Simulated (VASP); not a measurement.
# InGa2As3 (I-4m2) in VASP: single point with PBE

Aim: the single point of InGa2As3 with PBE.

All numbers are computed with VASP 6.6.1; they aren't measurements. Logs are shortened: lines on timing, memory, paths and dates and some standing lists are left out, and cuts for length are marked.

## 1. The cell of the first run

It takes space group I-4m2 (No. 119, tetragonal). Conventional cell: a = 4.158 Å, b = 4.158 Å, c = 17.766 Å, α = 90.00°, β = 90.00°, γ = 90.00°. Within 3.5 Å of In (site symmetry -4m2) lie 4 As at 2.64 Å. Ga (site symmetry 2mm) has 4 As at 2.50 to 2.51 Å within 3.3 Å. As (site symmetry 2mm) has 2 Ga at 2.50 Å and 2 In at 2.64 Å within 3.3 Å. Within 3.3 Å of As (site symmetry -4m2) lie 4 Ga at 2.51 Å.

## 2. Single point, PBE

INCAR reads:

```
SYSTEM = InGa2As3
PREC     = Accurate       ! precision mode
ENCUT    = 520            ! plane-wave cutoff, eV
EDIFF    = 1E-6           ! SCF threshold, eV
ISMEAR   = 0              ! smearing method
SIGMA    = 0.1            ! smearing width, eV
LREAL    = .False.        ! projectors in reciprocal space
LASPH    = .True.         ! aspherical terms in the spheres
NELM     = 100            ! most SCF steps
ALGO     = Normal         ! electronic algorithm
ISIF     = 2              ! what is computed and relaxed
LWAVE    = .False.        ! write WAVECAR
LCHARG   = .False.        ! write CHGCAR
GGA      = PE             ! functional
NBANDS   = 36             ! bands
```

KPOINTS reads:

```
Automatic mesh
0
Gamma
  12 12 12
  0 0 0
```

POSCAR reads:

```
InGa2As3
1.0
   -2.0790793507      2.0790793507      8.8828413111
    2.0790793507     -2.0790793507      8.8828413111
    2.0790793507      2.0790793507     -8.8828413111
In Ga As
1 2 3
Direct
    0.7500000000      0.2500000000      0.5000000000
    0.4206255351      0.9206255351      0.5000000000
    0.0793744649      0.5793744649      0.5000000000
    0.8419963073      0.8419963073      0.0000000000
    0.5000000000      0.5000000000      0.0000000000
    0.1580036927      0.1580036927      0.0000000000
```

Potentials or basis: VASP PAW PBE potentials, release 64 (In_d, Ga_d, As).

Command:

```bash
$ cat potpaw_PBE.64/In_d/POTCAR potpaw_PBE.64/Ga_d/POTCAR potpaw_PBE.64/As/POTCAR > POTCAR
$ mpirun -np 1 vasp_std > vasp.out
```

OUTCAR:

```text
SYSTEM = InGa2As3
   PREC = Accurate
   ENCUT = 520
   EDIFF = 1E-6
   ISMEAR = 0
   LREAL = .False.
   LASPH = .True.
   NELM = 100
   ISIF = 2
   GGA = PE

 ion  position               nearest neighbor table
   1  0.750  0.250  0.500-   4 2.64   6 2.64   4 2.64   6 2.64
   2  0.421  0.921  0.500-   4 2.50   4 2.50   5 2.51   5 2.51
   3  0.079  0.579  0.500-   6 2.50   6 2.50   5 2.51   5 2.51
   4  0.842  0.842  0.000-   2 2.50   2 2.50   1 2.64   1 2.64
   5  0.500  0.500  0.000-   3 2.51   2 2.51   3 2.51   2 2.51
   6  0.158  0.158  0.000-   3 2.50   3 2.50   1 2.64   1 2.64

  LATTYP: Found a body centered tetragonal cell.
 ALAT       =     4.1581587014
 C/A-ratio  =     4.2724878721

  Lattice vectors:

 A1 = (  -2.0790793507,   2.0790793507,   8.8828413111)
 A2 = (   2.0790793507,  -2.0790793507,   8.8828413111)
 A3 = (   2.0790793507,   2.0790793507,  -8.8828413111)

Analysis of symmetry for initial positions (statically):
=====================================================================
 Subroutine PRICEL returns:
 Original cell was already a primitive cell.

 Routine SETGRP: Setting up the symmetry group for a
 body centered tetragonal supercell.

 Subroutine GETGRP returns: Found  8 space group operations
 (whereof  8 operations were pure point group operations)
 out of a pool of 16 trial point group operations.

The static configuration has the point symmetry D_2d.

Analysis of symmetry for dynamics (positions and initial velocities):
=====================================================================
 Subroutine PRICEL returns:
 Original cell was already a primitive cell.

 Routine SETGRP: Setting up the symmetry group for a
 body centered tetragonal supercell.

 Subroutine GETGRP returns: Found  8 space group operations
 (whereof  8 operations were pure point group operations)
 out of a pool of 16 trial point group operations.

The dynamic configuration has the point symmetry D_2d.

 Subroutine INISYM returns: Found  8 space group operations
 (whereof  8 operations are pure point group operations),
 and found     1 'primitive' translations

----------------------------------------------------------------------------------------

                                     Primitive cell

  volume of cell :     153.5868

  direct lattice vectors                    reciprocal lattice vectors
    -2.079079351  2.079079351  8.882841311     0.000000000  0.240491062  0.056288296
     2.079079351 -2.079079351  8.882841311     0.240491062  0.000000000  0.056288296
     2.079079351  2.079079351 -8.882841311     0.240491062  0.240491062  0.000000000

  length of vectors
     9.356816320  9.356816320  9.356816320     0.246990532  0.246990532  0.340105721

  position of ions in fractional coordinates (direct lattice)
     0.750000000  0.250000000  0.500000000
     0.420625535  0.920625535  0.500000000
     0.079374465  0.579374465  0.500000000
     0.841996307  0.841996307  0.000000000
     0.500000000  0.500000000  0.000000000
     0.158003693  0.158003693  0.000000000

  ion indices of the primitive-cell ions
   primitive index   ion index
                 1           1
                 2           2
                 3           3
                 4           4
                 5           5
                 6           6

----------------------------------------------------------------------------------------

 KPOINTS: Automatic mesh

Automatic generation of k-mesh.
 Grid dimensions read from file:
 generate k-points for:   12   12   12

 Generating k-lattice:

  Cartesian coordinates                     Fractional coordinates (reciprocal lattice)
     0.000000000  0.020040922  0.004690691     0.083333333  0.000000000  0.000000000
     0.020040922  0.000000000  0.004690691     0.000000000  0.083333333  0.000000000
     0.020040922  0.020040922  0.000000000     0.000000000  0.000000000  0.083333333

  Length of vectors
     0.020582544  0.020582544  0.028342143

  Shift w.r.t. Gamma in fractional coordinates (k-lattice)
     0.000000000  0.000000000  0.000000000

 Subroutine IBZKPT returns following result:
 ===========================================

 Found    163 irreducible k-points:

 Following reciprocal coordinates:
            Coordinates               Weight
  0.000000  0.000000  0.000000      1.000000
  0.083333  0.000000 -0.000000      8.000000
  0.166667  0.000000 -0.000000      8.000000
  0.250000  0.000000 -0.000000      8.000000
  0.333333  0.000000 -0.000000      8.000000
  0.416667  0.000000 -0.000000      8.000000
[... 16 lines left out ...]
  0.500000  0.166667 -0.000000     16.000000
 -0.416667  0.166667  0.000000     16.000000
 [... further k-points ...]
   k-points           NKPTS =    163   k-points in BZ     NKDIM =    163   number of bands    NBANDS=     36
   number of dos      NEDOS =    301   number of ions     NIONS =      6
   total plane-waves  NPLWV = 343000
   dimension x,y,z NGX =    70 NGY =   70 NGZ =   70
   dimension x,y,z NGXF=   140 NGYF=  140 NGZF=  140
   ions per type =               1   2   3
   NGX,Y,Z   is equivalent  to a cutoff of  12.44, 12.44, 12.44 a.u.
   NGXF,Y,Z  is equivalent  to a cutoff of  24.87, 24.87, 24.87 a.u.
 SYSTEM =  InGa2As3
   PREC   = accura    normal or accurate (medium, high low for compatibility)
   ISTART =      0    job   : 0-new  1-cont  2-samecut
   ICHARG =      2    charge: 1-file 2-atom 10-const
   ISPIN  =      1    spin polarized calculation?
   LNONCOLLINEAR =      F non collinear calculations
   LSORBIT =      F    spin-orbit coupling
   LASPH  =      T    aspherical Exc in radial PAW
   ENCUT  =  520.0 eV  38.22 Ry    6.18 a.u.  17.40 17.40 17.40*2*pi/ulx,y,z
   NELM   =    100;   NELMIN=  2; NELMDL= -5     # of ELM steps
   EDIFF  = 0.1E-05   stopping-criterion for ELM
   LREAL  =      F    real-space projection
   EDIFFG = 0.1E-04   stopping-criterion for IOM
   NSW    =      0    number of steps for IOM
   IBRION =     -1    ionic relax: 0-MD 1-quasi-New 2-CG
   NFREE  =      0    steps in history (QN), initial steepest desc. (CG)
   ISIF   =      2    stress and relaxation
   ISYM   =      2    0-nonsym 1-usesym 2-fastsym
   POTIM  = 0.5000    time-step for ionic-motion
   TEBEG  =    0.0;   TEEND  =   0.0 temperature during run
   PSTRESS=    0.0 pullay stress
   NELECT =      54.0000    total number of electrons
   NUPDOWN=      -1.0000    fix difference up-down
   EMIN   =  10.00;   EMAX   =-10.00  energy-range for DOS
   EFERMI =   0.00;   METHOD = LEGACY
   ISMEAR =     0;   SIGMA  =   0.10  broadening in eV -4-tet -1-fermi 0-gaus
   EFERMI_NEDOS =   21; number of points for ismear=-14 and -15
   IALGO  =     38    algorithm
   IMIX   =      4    mixing-type and parameters
     AMIX     =   0.40;   BMIX     =  1.00
     AMIX_MAG =   1.60;   BMIX_MAG =  1.00
  volume/ion in A,a.u.               =      25.60       172.74
  Fermi-wavevector in a.u.,A,eV,Ry     =   1.155460  2.183502 18.164958  1.335087
  Thomas-Fermi vector in A             =   2.292088
   LORBIT       =      0    0 simple, 1 ext, 2 COOP (PROOUT), +10 PAW based schemes
   GGA     = PE    functional components
   LHFCALC =     F    Hartree Fock is set to
   AEXX    =    0.0000 exact exchange contribution
   IVDW    =     0    specifies the selected vdW correction
   LEPSILON=     F    determine dielectric tensor
   LRPA    =     F    only Hartree local field effects (RPA)
 non-spin polarized calculation
 Gauss-broadening in eV      SIGMA  =   0.10
  energy-cutoff  :      520.00
  volume of cell :      153.59
 maximum number of plane-waves:      4157
 NGX is ok and might be reduce to    70
   NGX = 35   NGY = 35   NGZ = 35

 number of electron      54.0000003 magnetization

 Free energy of the ion-electron system (eV)
  ---------------------------------------------------
  ext. energy  EPLUGINS =         0.00000000
  ---------------------------------------------------
  free energy    TOTEN  =       -24.16756917 eV

  energy without entropy =      -24.16739840  energy(sigma->0) =      -24.16748379

 E-fermi :   3.7850     XC(G=0):  -9.1747

 val. band max:        3.7030488246   @ k =   0.0000   0.0000   0.0000
 cond. band min:       3.9683859043   @ k =  -0.0833  -0.0833   0.0833
 fundamental gap:      0.2653370797
 Fermi energy:         3.7849913850

 k-point     1 :       0.0000    0.0000    0.0000
  band No.  band energies     occupation
      1     -11.1397      2.00000
      2     -11.0984      2.00000
      3     -11.0700      2.00000
      4     -11.0700      2.00000
      5     -11.0495      2.00000
      6     -11.0495      2.00000
[... 28 lines left out ...]
     35       7.4891      0.00000
     36      10.7695      0.00000

 k-point     2 :       0.0833    0.0000   -0.0000
  band No.  band energies     occupation
      1     -11.1388      2.00000
      2     -11.0981      2.00000
      3     -11.0721      2.00000
      4     -11.0697      2.00000
      5     -11.0505      2.00000
      6     -11.0499      2.00000
[... 28 lines left out ...]
     35       7.6993      0.00000
     36      10.2014      0.00000

 k-point     3 :       0.1667    0.0000   -0.0000
  band No.  band energies     occupation
      1     -11.1367      2.00000
      2     -11.0978      2.00000
      3     -11.0773      2.00000
      4     -11.0686      2.00000
      5     -11.0527      2.00000
      6     -11.0510      2.00000
[... 28 lines left out ...]
     35       8.2018      0.00000
     36       9.4235      0.00000
[... 742 lines left out ...]
 k-point    23 :       0.5000    0.1667   -0.0000
  band No.  band energies     occupation
      1     -11.1348      2.00000
      2     -11.1125      2.00000
      3     -11.0949      2.00000
      4     -11.0570      2.00000
      5     -11.0542      2.00000
      6     -11.0501      2.00000
[... 28 lines left out ...]
     35       9.0570      0.00000
     36       9.4590      0.00000

 k-point    24 :      -0.4167    0.1667    0.0000
  band No.  band energies     occupation
      1     -11.1345      2.00000
      2     -11.1105      2.00000
      3     -11.0948      2.00000
      4     -11.0575      2.00000
      5     -11.0542      2.00000
      6     -11.0503      2.00000
[... 28 lines left out ...]
     35       9.1660      0.00000
     36       9.5932      0.00000

 [... further k-points ...]

------------------------ aborting loop because EDIFF is reached ----------------------------------------

  FORCE on cell =-STRESS in cart. coord.  units (eV):
  Direction    XX          YY          ZZ          XY          YZ          ZX
  --------------------------------------------------------------------------------------
  -------------------------------------------------------------------------------------
  Total        0.1188266      0.1188266      0.1128636      0.0000000      0.0000000      0.0000000
  in kB        1.2395676      1.2395676      1.1773634      0.0000000      0.0000000      0.0000000
  external PRESSURE =       1.2188329 kB  Pullay stress =       0.0000000 kB

 VOLUME and BASIS-vectors are now :
 -----------------------------------------------------------------------------
  energy-cutoff  :      520.00
  volume of cell :      153.59
      direct lattice vectors                 reciprocal lattice vectors
    -2.079079351  2.079079351  8.882841311     0.000000000  0.240491062  0.056288296
     2.079079351 -2.079079351  8.882841311     0.240491062  0.000000000  0.056288296
     2.079079351  2.079079351 -8.882841311     0.240491062  0.240491062  0.000000000

 POSITION                                       TOTAL-FORCE (eV/Angst)
 -----------------------------------------------------------------------------------
      0.00000      2.07908      4.44142         0.000000      0.000000     -0.000000
      2.07908      0.00000      7.47270         0.000000      0.000000     -0.000163
      2.07908      0.00000      1.41014         0.000000      0.000000      0.000163
      0.00000      0.00000     14.95864        -0.000000     -0.000000     -0.010380
      0.00000      0.00000      8.88284         0.000000      0.000000     -0.000000
      0.00000      0.00000      2.80704        -0.000000     -0.000000      0.010380
 -----------------------------------------------------------------------------------
    total drift:                               -0.000001      0.000001      0.000000

  FREE ENERGIE OF THE ION-ELECTRON SYSTEM (eV)
  ---------------------------------------------------
  free  energy   TOTEN  =       -24.1675691671 eV

  energy  without entropy=      -24.1673984034  energy(sigma->0) =      -24.16748379
```

It took 29 min on 1 thread of AMD EPYC 9R45 (Zen 5), shared host; peak memory 1.2 GiB.

Results:

```
Free energy            : -24.1676 eV
Pressure               : 0.1 GPa
Largest force          : 0.010 eV/Å
Band gap on the k mesh : zero (filled and empty bands touch)
```

Forces on the atoms (eV/Å):
```
In   0.000  0.000  0.000
Ga   0.000  0.000  0.000
Ga   0.000  0.000  0.000
As   0.000  0.000 -0.010
As   0.000  0.000  0.000
As   0.000  0.000  0.010
```

Levels at points of the mesh, in eV from the Fermi level:
```
           k point  band 23  band 24  band 25  band 26  band 27  band 28  band 29  band 30  band 31  band 32
(0.00, 0.00, 0.00)    -1.88    -1.88    -0.31    -0.20    -0.08    -0.08     1.49     1.57     2.36     2.72
(0.50, 0.00, 0.00)    -2.55    -1.38    -1.36    -1.14    -0.75     0.65     1.84     2.36     4.12     4.51
(0.50, 0.50, 0.00)    -3.03    -2.94    -2.94    -2.49    -2.47     1.45     1.66     2.98     3.13     3.18
(0.50, 0.50, 0.50)    -2.55    -1.17    -1.17    -0.75    -0.75     1.34     1.50     2.09     2.49     2.63
```

Caveat: semilocal functionals underestimate gaps, and a narrow one can read as zero; spin-orbit coupling is left out, which moves the levels of the heavy elements.

The gap in the log of VASP goes by the Fermi energy; the results here count the filled bands.